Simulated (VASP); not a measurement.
Runs of VASP 6.6.1 on Fe. It takes space group Im-3m (No. 229, cubic). The conventional cell has a = 2.878 Å, b = 2.878 Å, c = 2.878 Å, α = 90.00°, β = 90.00°, γ = 90.00°. Within 3.3 Å of Fe (site symmetry m-3m) lie 14 Fe at 2.49 to 2.88 Å. 

```tsv
fixed moment (μB)	pressure (GPa)	moment (μB)
4.79	101.9	4.79
-	-2.9	(b)
2.4	-9.2	2.40
3.0	(a)	3.00
3.6	28.8	3.60
```

Alike in all rows: task single point; level r2SCAN; potentials or basis VASP PAW PBE potentials, release 64 (Fe); spin collinear, ferromagnetic start; cell as given; k mesh 13 × 13 × 13; cutoff (eV) 520; smearing gaussian 0.1 eV.

Question: Estimate the missing entries.

Answer: (a) 7.4; (b) 2.65.

Caveats: the PAW data sets were made with another functional, which shifts forces and pressure a little; the total moment is fixed, so each spin has its own Fermi level (some runs).
